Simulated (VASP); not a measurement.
# Si: single point with LDA

Si:

```
CELL_PARAMETERS angstrom
0.00000 2.59328 2.99965
2.59328 0.00000 2.99965
2.59328 2.59328 0.00000
ATOMIC_POSITIONS crystal
Si 0.50000 0.50000 0.50000
Si 0.75000 0.75000 0.75000
```

This cell differs from its parent crystal: volume 20.173 Å^3 an atom, c/a of the conventional cell 1.1567.

```yaml
Program: VASP 6.6.1
Task: single point
Functional: LDA
Potentials_or_basis: VASP PAW LDA potentials, release 64 (Si)
Cutoff: 520 eV
k_mesh: 12 × 12 × 12
Occupations: gaussian, width 0.05 eV
Spin: no spin polarisation
```

```
Pressure               : -2.7 GPa
Band gap on the k mesh : zero (band 4 reaches 6.14 eV, above the bottom of band 5 at 5.82 eV)
```

Stress tensor (GPa, compression positive):
```
  2.93   0.00   0.00
  0.00   2.93   0.00
  0.00   0.00 -13.97
```

Levels at points of the mesh, in eV from the Fermi level:
```tsv
k point	band 1	band 2	band 3	band 4	band 5	band 6	band 7	band 8	band 9
(0.00, 0.00, 0.00)	-12.20	-1.08	0.12	0.12	2.16	2.16	2.42	2.65	6.17
(0.50, 0.00, 0.00)	-9.85	-7.24	-2.21	-0.71	0.44	3.22	3.59	7.41	9.62
(0.50, 0.50, 0.00)	-8.64	-8.64	-2.33	-2.33	1.14	1.14	9.59	9.59	10.17
(0.50, 0.00, 0.50)	-7.77	-7.77	-3.42	-3.42	-0.01	-0.01	8.14	8.14	10.23
```

It took 24 s on 1 thread of Intel(R) Xeon(R) 6975P-C (Granite Rapids), on a shared host, peak memory 0.17 GiB.
